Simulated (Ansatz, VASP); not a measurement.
## BN: VASP beside Ansatz

```
B N
1.0
     2.55394    0.00000    0.00000
    -1.27697    2.21178    0.00000
     0.00000    0.00000    4.22685
B N
2 2
Direct
  0.66667 0.33333 0.99972
  0.33333 0.66667 0.49972
  0.66667 0.33333 0.62528
  0.33333 0.66667 0.12528
```

Alike in both runs: task single point; functional PBE; dispersion D4; k mesh 6 × 6 × 4; no spin polarisation.

```csv
,VASP,Ansatz
version,VASP 6.6.1,Ansatz 0.2.0
potentials or method,"VASP PAW PBE potentials, release 64 (B, N), cutoff 600 eV","scalar-relativistic, plane waves, PAW"
occupations,"gaussian, width 0.136057 eV",gaussian
valence electrons in the cell,16,16
```

```tsv
	VASP	Ansatz	Ansatz less VASP
gap on the k mesh at the Fermi level (eV)	5.20	5.21	+0.017
least direct gap on the mesh (eV)	8.25	8.26	+0.006
pressure (GPa)	-5.6	-5.6	+0.04
traceless stress, the component that is largest in VASP (GPa)	-0.60	-0.58	+0.012
rms of the force components (eV/Å)	0.013	0.013	+0.0006
```

Atom by atom the forces differ by 0.001 eV/Å (rms over components).

The k mesh is coarse, so the values compare programs but aren't converged.
